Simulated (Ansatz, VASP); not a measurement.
Sn3Te in VASP and in Ansatz

Contents of INCAR:

```
SYSTEM = Sn3Te
ALGO = Normal
EDIFF = 1E-7
ENCUT = 520
GGA = PS
ISIF = 2
ISMEAR = 0
LASPH = .True.
LCHARG = .False.
LREAL = .False.
LWAVE = .False.
NBANDS = 32
NELM = 60
PREC = Accurate
SIGMA = 0.087
```

Contents of KPOINTS:

```
k-points
0
Gamma
  4 4 4
  0 0 0
```

The input POSCAR:

```
Sn3Te
1.0
    4.8656220000      0.0000000000      0.0000000000
    0.0000000000      4.8656220000      0.0000000000
    0.0000000000      0.0000000000      4.8656220000
Sn Te
3 1
Direct
    0.5000000000      0.5000000000      0.0000000000
    0.5000000000      0.0000000000      0.5000000000
    0.0000000000      0.5000000000      0.5000000000
    0.0000000000      0.0000000000      0.0000000000
```

Input for Ansatz:

```yaml
crystal:
  lattice:
    - [4.865622, 0.0, 0.0]
    - [0.0, 4.865622, 0.0]
    - [0.0, 0.0, 4.865622]
  atoms:
    - { symbol: Sn, position: [0.5, 0.5, 0.0] }
    - { symbol: Sn, position: [0.5, 0.0, 0.5] }
    - { symbol: Sn, position: [0.0, 0.5, 0.5] }
    - { symbol: Te, position: [0.0, 0.0, 0.0] }
basis:
  ecutwfc: 420
kpoints:
  mp_grid: { grid: [4, 4, 4] }
hamiltonian:
  xc: pbesol
scf:
  occupations: { method: gaussian, width: 0.087 }
output:
  forces: true
  stress: true
  eigenvalues: true
```

Alike in both runs: task single point; functional PBEsol; k mesh 4 × 4 × 4; occupations gaussian, width 0.087 eV; no spin polarisation.

|  | VASP | Ansatz |
| --- | --- | --- |
| version | VASP 6.6.1 | Ansatz 0.2.0 |
| potentials or method | VASP PAW PBE potentials, release 64 (Sn_d, Te), cutoff 520 eV | scalar-relativistic, plane waves, PAW |
| valence electrons in the cell | 48 | 58 |

|  | VASP | Ansatz | Ansatz less VASP |
| --- | --- | --- | --- |
| gap on the k mesh at the Fermi level (eV) | none | none | - |
| pressure (GPa) | -2.8 | -2.8 | +0.04 |

VASP's potentials were made for PBE, not for PBEsol. A gap of «none» marks a metal or a gap that the smearing closes. VASP's potentials hold 48 valence electrons a cell and Ansatz's 58, so a difference there can come from the potentials and not from the codes.

Neither program's run includes spin-orbit coupling.
